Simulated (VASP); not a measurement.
# TlMo4F (F-43m) in VASP: single point with PBE

Aim: the single point of TlMo4F with PBE.

Everything below comes from runs of VASP 6.6.1. Logs are shortened: lines on timing, memory, paths and dates and some standing lists are left out, and cuts for length are marked.

### 1 The cell of the first run

The structure is cubic, space group F-43m (No. 216). Conventional cell: a = 7.515 Å, b = 7.515 Å, c = 7.515 Å, α = 90.00°, β = 90.00°, γ = 90.00°. Within 4.1 Å of Tl (site symmetry -43m) lie 12 Mo at 3.11 Å and 4 F at 3.25 Å. Mo (site symmetry 3m) has 6 Mo at 2.65 to 2.67 Å and 3 Tl at 3.11 Å and 3 F at 3.12 Å within 3.5 Å. Within 4.1 Å of F (site symmetry -43m) lie 12 Mo at 3.12 Å and 4 Tl at 3.25 Å.

The cell was generated, and may not be a known phase.

### 2 Single point, PBE, collinear spin

The input, INCAR:

```
SYSTEM = TlMo4F
PREC = Accurate
ENCUT = 520
EDIFF = 1E-6
ISMEAR = 0
SIGMA = 0.1
LREAL = .False.
LASPH = .True.
NELM = 150
ALGO = Normal
ISIF = 2
LWAVE = .False.
LCHARG = .True.
ISPIN = 2
MAGMOM = 0 1 1 1 -1 0
LORBIT = 11
LMAXMIX = 4
GGA = PE
LELF = .True.
LVHAR = .True.
NBANDS = 51
```

The input, KPOINTS:

```
Automatic mesh
0
Gamma
  4 4 4
  0 0 0
```

The input, POSCAR:

```
TlMo4F
1.0
    0.0000000000      3.7573404200      3.7573404200
    3.7573404200      0.0000000000      3.7573404200
    3.7573404200      3.7573404200      0.0000000000
Tl Mo F
1 4 1
Direct
    0.0000000000      0.0000000000      0.0000000000
    0.3745999900      0.3745999900      0.8762000200
    0.3745999900      0.8762000200      0.3745999900
    0.8762000200      0.3745999900      0.3745999900
    0.3745999900      0.3745999900      0.3745999900
    0.7500000000      0.7500000000      0.7500000000
```

Potentials or basis: VASP PAW PBE potentials, release 64 (Tl_d, Mo_sv, F).

The run is started by

```
cat potpaw_PBE.64/Tl_d/POTCAR potpaw_PBE.64/Mo_sv/POTCAR potpaw_PBE.64/F/POTCAR > POTCAR
mpirun -np 1 vasp_std > vasp.out
```

OUTCAR:

```text
SYSTEM = TlMo4F
   PREC = Accurate
   ENCUT = 520
   EDIFF = 1E-6
   ISMEAR = 0
   LREAL = .False.
   LASPH = .True.
   NELM = 150
   ISIF = 2
   ISPIN = 2
   LORBIT = 11
   GGA = PE

 ion  position               nearest neighbor table
   1  0.000  0.000  0.000-   2 3.11   3 3.11   4 3.11   5 3.11   5 3.11   5 3.11   2 3.11   4 3.11
                             4 3.11   2 3.11   3 3.11   3 3.11
   2  0.375  0.375  0.876-   3 2.65   4 2.65   5 2.65   3 2.67   4 2.67   5 2.67   1 3.11   1 3.11
                             1 3.11
   3  0.375  0.876  0.375-   2 2.65   4 2.65   5 2.65   4 2.67   2 2.67   5 2.67   1 3.11   1 3.11
                             1 3.11
   4  0.876  0.375  0.375-   2 2.65   3 2.65   5 2.65   3 2.67   2 2.67   5 2.67   1 3.11   1 3.11
                             1 3.11
   5  0.375  0.375  0.375-   2 2.65   3 2.65   4 2.65   4 2.67   3 2.67   2 2.67   1 3.11   1 3.11
                             1 3.11
   6  0.750  0.750  0.750-

  LATTYP: Found a face centered cubic cell.
 ALAT       =     7.5146808400

  Lattice vectors:

 A1 = (   0.0000000000,   3.7573404200,   3.7573404200)
 A2 = (   3.7573404200,   0.0000000000,   3.7573404200)
 A3 = (   3.7573404200,   3.7573404200,   0.0000000000)

Analysis of symmetry for initial positions (statically):
=====================================================================
 Subroutine PRICEL returns:
 Original cell was already a primitive cell.

 Routine SETGRP: Setting up the symmetry group for a
 face centered cubic supercell.

 Subroutine GETGRP returns: Found 24 space group operations
 (whereof 24 operations were pure point group operations)
 out of a pool of 48 trial point group operations.

The static configuration has the point symmetry T_d .

Analysis of symmetry for dynamics (positions and initial velocities):
=====================================================================
 Subroutine PRICEL returns:
 Original cell was already a primitive cell.

 Routine SETGRP: Setting up the symmetry group for a
 face centered cubic supercell.

 Subroutine GETGRP returns: Found 24 space group operations
 (whereof 24 operations were pure point group operations)
 out of a pool of 48 trial point group operations.

The dynamic configuration has the point symmetry T_d .

Analysis of structural, dynamic, and magnetic symmetry:
=====================================================================
 Subroutine PRICEL returns:
 Original cell was already a primitive cell.

 Routine SETGRP: Setting up the symmetry group for a
 face centered cubic supercell.

 Subroutine GETGRP returns: Found  6 space group operations
 (whereof  6 operations were pure point group operations)
 out of a pool of 48 trial point group operations.

The overall configuration has the point symmetry C_3v.

 Subroutine INISYM returns: Found  6 space group operations
 (whereof  6 operations are pure point group operations),
 and found     1 'primitive' translations

----------------------------------------------------------------------------------------

                                     Primitive cell

  volume of cell :     106.0893

  direct lattice vectors                    reciprocal lattice vectors
     0.000000000  3.757340420  3.757340420    -0.133072851  0.133072851  0.133072851
     3.757340420  0.000000000  3.757340420     0.133072851 -0.133072851  0.133072851
     3.757340420  3.757340420  0.000000000     0.133072851  0.133072851 -0.133072851

  length of vectors
     5.313681780  5.313681780  5.313681780     0.230488938  0.230488938  0.230488938

  position of ions in fractional coordinates (direct lattice)
     0.000000000  0.000000000  0.000000000
     0.374599990  0.374599990  0.876200020
     0.374599990  0.876200020  0.374599990
     0.876200020  0.374599990  0.374599990
     0.374599990  0.374599990  0.374599990
     0.750000000  0.750000000  0.750000000

  ion indices of the primitive-cell ions
   primitive index   ion index
                 1           1
                 2           2
                 3           3
                 4           4
                 5           5
                 6           6

----------------------------------------------------------------------------------------

 KPOINTS: Automatic mesh

Automatic generation of k-mesh.
 Grid dimensions read from file:
 generate k-points for:    4    4    4

 Generating k-lattice:

  Cartesian coordinates                     Fractional coordinates (reciprocal lattice)
    -0.033268213  0.033268213  0.033268213     0.250000000  0.000000000  0.000000000
     0.033268213 -0.033268213  0.033268213     0.000000000  0.250000000  0.000000000
     0.033268213  0.033268213 -0.033268213     0.000000000  0.000000000  0.250000000

  Length of vectors
     0.057622235  0.057622235  0.057622235

  Shift w.r.t. Gamma in fractional coordinates (k-lattice)
     0.000000000  0.000000000  0.000000000

 Subroutine IBZKPT returns following result:
 ===========================================

 Found     13 irreducible k-points:

 Following reciprocal coordinates:
            Coordinates               Weight
  0.000000  0.000000  0.000000      1.000000
  0.250000  0.000000  0.000000      6.000000
  0.250000  0.250000  0.250000      2.000000
  0.500000  0.000000  0.000000      3.000000
  0.500000  0.500000  0.500000      1.000000
  0.250000  0.250000  0.000000      6.000000
  0.500000  0.250000  0.000000     12.000000
  0.250000  0.250000 -0.250000      6.000000
  0.500000  0.250000  0.500000      6.000000
 -0.250000  0.250000  0.000000      6.000000
  0.250000  0.250000  0.500000      6.000000
  0.500000  0.500000  0.000000      3.000000
 -0.250000  0.500000  0.250000      6.000000
   k-points           NKPTS =     13   k-points in BZ     NKDIM =     13   number of bands    NBANDS=     51
   number of dos      NEDOS =    301   number of ions     NIONS =      6
   total plane-waves  NPLWV =  64000
   dimension x,y,z NGX =    40 NGY =   40 NGZ =   40
   dimension x,y,z NGXF=    80 NGYF=   80 NGZF=   80
   ions per type =               1   4   1
   NGX,Y,Z   is equivalent  to a cutoff of  12.51, 12.51, 12.51 a.u.
   NGXF,Y,Z  is equivalent  to a cutoff of  25.03, 25.03, 25.03 a.u.
 SYSTEM =  TlMo4F
   PREC   = accura    normal or accurate (medium, high low for compatibility)
   ISTART =      0    job   : 0-new  1-cont  2-samecut
   ICHARG =      2    charge: 1-file 2-atom 10-const
   ISPIN  =      2    spin polarized calculation?
   LNONCOLLINEAR =      F non collinear calculations
   LSORBIT =      F    spin-orbit coupling
   LASPH  =      T    aspherical Exc in radial PAW
   ENCUT  =  520.0 eV  38.22 Ry    6.18 a.u.   9.88  9.88  9.88*2*pi/ulx,y,z
   NELM   =    150;   NELMIN=  2; NELMDL= -5     # of ELM steps
   EDIFF  = 0.1E-05   stopping-criterion for ELM
   LREAL  =      F    real-space projection
[... 7 lines left out ...]
   TEBEG  =    0.0;   TEEND  =   0.0 temperature during run
   PSTRESS=    0.0 pullay stress
   NELECT =      76.0000    total number of electrons
   NUPDOWN=      -1.0000    fix difference up-down
   EMIN   =  10.00;   EMAX   =-10.00  energy-range for DOS
   EFERMI =   0.00;   METHOD = LEGACY
   ISMEAR =     0;   SIGMA  =   0.10  broadening in eV -4-tet -1-fermi 0-gaus
   EFERMI_NEDOS =   21; number of points for ismear=-14 and -15
   IALGO  =     38    algorithm
   IMIX   =      4    mixing-type and parameters
     AMIX     =   0.40;   BMIX     =  1.00
     AMIX_MAG =   1.60;   BMIX_MAG =  1.00
  volume/ion in A,a.u.               =      17.68       119.32
  Fermi-wavevector in a.u.,A,eV,Ry     =   1.464835  2.768137 29.194601  2.145743
  Thomas-Fermi vector in A             =   2.580764
   LORBIT       =     11    0 simple, 1 ext, 2 COOP (PROOUT), +10 PAW based schemes
   GGA     = PE    functional components
   LHFCALC =     F    Hartree Fock is set to
   AEXX    =    0.0000 exact exchange contribution
   IVDW    =     0    specifies the selected vdW correction
   LEPSILON=     F    determine dielectric tensor
   LRPA    =     F    only Hartree local field effects (RPA)
 spin polarized calculation
 Gauss-broadening in eV      SIGMA  =   0.10
  energy-cutoff  :      520.00
  volume of cell :      106.09
 maximum number of plane-waves:      2884
   NGX = 19   NGY = 19   NGZ = 19

 number of electron      76.0000017 magnetization       0.0003267

 number of electron      76.0000017 magnetization      -0.0000312

 Free energy of the ion-electron system (eV)
  ---------------------------------------------------
  ext. energy  EPLUGINS =         0.00000000
  ---------------------------------------------------
  free energy    TOTEN  =       -43.55853653 eV

  energy without entropy =      -43.52992578  energy(sigma->0) =      -43.54423115

 E-fermi :   8.8542     XC(G=0): -11.8860

 val. band max:        8.7717282267   @ k =   0.2500   0.2500   0.0000
 cond. band min:       8.8753693964   @ k =  -0.2500   0.5000   0.2500
 fundamental gap:      0.1036411697
 Fermi energy:         8.8541772816

 spin component 1

 k-point     1 :       0.0000    0.0000    0.0000
  band No.  band energies     occupation
      1     -52.1675      1.00000
      2     -51.8620      1.00000
      3     -51.8620      1.00000
      4     -51.8620      1.00000
      5     -27.2880      1.00000
      6     -26.5658      1.00000
[... 42 lines left out ...]
     49      13.9787      0.00000
     50      13.9788      0.00000

 k-point     2 :       0.2500    0.0000    0.0000
  band No.  band energies     occupation
      1     -52.1364      1.00000
      2     -51.8950      1.00000
      3     -51.8622      1.00000
      4     -51.8621      1.00000
      5     -27.1362      1.00000
      6     -26.5047      1.00000
[... 575 lines left out ...]
 k-point    13 :      -0.2500    0.5000    0.2500
  band No.  band energies     occupation
      1     -52.0233      1.00000
      2     -52.0106      1.00000
      3     -51.8625      1.00000
      4     -51.8625      1.00000
      5     -26.6234      1.00000
      6     -26.5951      1.00000
[... 42 lines left out ...]
     49      12.3565      0.00000
     50      14.1913      0.00000
 Fermi energy:         8.8541772816

 spin component 2

 k-point     1 :       0.0000    0.0000    0.0000
  band No.  band energies     occupation
      1     -52.1675      1.00000
      2     -51.8621      1.00000
      3     -51.8620      1.00000
      4     -51.8620      1.00000
      5     -27.2880      1.00000
      6     -26.5658      1.00000
[... 42 lines left out ...]
     49      13.9788      0.00000
     50      13.9788      0.00000

 k-point     2 :       0.2500    0.0000    0.0000
  band No.  band energies     occupation
      1     -52.1364      1.00000
      2     -51.8949      1.00000
      3     -51.8622      1.00000
      4     -51.8621      1.00000
      5     -27.1362      1.00000
      6     -26.5047      1.00000
[... 575 lines left out ...]
 k-point    13 :      -0.2500    0.5000    0.2500
  band No.  band energies     occupation
      1     -52.0234      1.00000
      2     -52.0106      1.00000
      3     -51.8625      1.00000
      4     -51.8625      1.00000
      5     -26.6235      1.00000
      6     -26.5951      1.00000
[... 42 lines left out ...]
     49      12.3565      0.00000
     50      14.1913      0.00000
 [bands above 50 left out]

------------------------ aborting loop because EDIFF is reached ----------------------------------------

  FORCE on cell =-STRESS in cart. coord.  units (eV):
  Direction    XX          YY          ZZ          XY          YZ          ZX
  --------------------------------------------------------------------------------------
  -------------------------------------------------------------------------------------
  Total       -0.2593614     -0.2593614     -0.2593614      0.0000571      0.0000571      0.0000571
  in kB       -3.9169166     -3.9169166     -3.9169166      0.0008625      0.0008625      0.0008625
  external PRESSURE =      -3.9169166 kB  Pullay stress =       0.0000000 kB

 VOLUME and BASIS-vectors are now :
 -----------------------------------------------------------------------------
  energy-cutoff  :      520.00
  volume of cell :      106.09
      direct lattice vectors                 reciprocal lattice vectors
     0.000000000  3.757340420  3.757340420    -0.133072851  0.133072851  0.133072851
     3.757340420  0.000000000  3.757340420     0.133072851 -0.133072851  0.133072851
     3.757340420  3.757340420  0.000000000     0.133072851  0.133072851 -0.133072851

 POSITION                                       TOTAL-FORCE (eV/Angst)
 -----------------------------------------------------------------------------------
      0.00000      0.00000      0.00000         0.000001      0.000001      0.000001
      4.69968      4.69968      2.81500        -0.988437     -0.988437      0.988431
      4.69968      2.81500      4.69968        -0.988437      0.988431     -0.988437
      2.81500      4.69968      4.69968         0.988431     -0.988437     -0.988437
      2.81500      2.81500      2.81500         0.988440      0.988440      0.988440
      5.63601      5.63601      5.63601         0.000001      0.000001      0.000001
 -----------------------------------------------------------------------------------
    total drift:                               -0.000000     -0.000000     -0.000000

  FREE ENERGIE OF THE ION-ELECTRON SYSTEM (eV)
  ---------------------------------------------------
  free  energy   TOTEN  =       -43.5585365262 eV

  energy  without entropy=      -43.5299257777  energy(sigma->0) =      -43.54423115

 total charge

# of ion       s       p       d       tot
------------------------------------------
    1        0.982   0.687   9.642  11.312
    2        2.354   6.123   4.038  12.515
    3        2.354   6.123   4.038  12.515
    4        2.354   6.123   4.038  12.515
    5        2.354   6.123   4.038  12.515
    6        1.758   4.224   0.000   5.982
--------------------------------------------------
tot         12.155  29.401  25.796  67.352

 magnetization (x)

# of ion       s       p       d       tot
------------------------------------------
    1        0.000   0.000  -0.000   0.000
    2        0.000   0.000   0.000   0.000
    3        0.000   0.000   0.000   0.000
    4        0.000   0.000   0.000   0.000
    5       -0.000  -0.000  -0.000  -0.000
    6        0.000  -0.000   0.000  -0.000
--------------------------------------------------
tot         -0.000  -0.000  -0.000  -0.000
```

Wall time 2.6 min (1 thread of Intel Xeon Platinum 8488C (Sapphire Rapids), shared host); peak memory 0.35 GiB.

Results:

* Free energy: -43.5585 eV
* Pressure: -0.4 GPa
* Largest force: 1.712 eV/Å
* Band gap on the k mesh: zero (filled and empty bands overlap)
* Net moment: 0.00 μB per cell
* Valence electrons inside the program's atomic spheres: Tl 11.31; Mo 12.52; F 5.98

Forces in eV/Å, atoms in the order of the input:
```
Tl   0.000  0.000  0.000
Mo  -0.988 -0.988  0.988
Mo  -0.988  0.988 -0.988
Mo   0.988 -0.988 -0.988
Mo   0.988  0.988  0.988
F    0.000  0.000  0.000
```

Caveat: the k points lie up to 0.36 Å⁻¹ apart, too coarse for converged energies and pressures of a metal; spin-orbit coupling is left out, which moves the levels of the heavy elements; forces of over 1 eV/Å act on the atoms, so gaps and moduli don't describe the material at rest.

The gap in the log of VASP goes by the Fermi energy; the results here count the filled bands.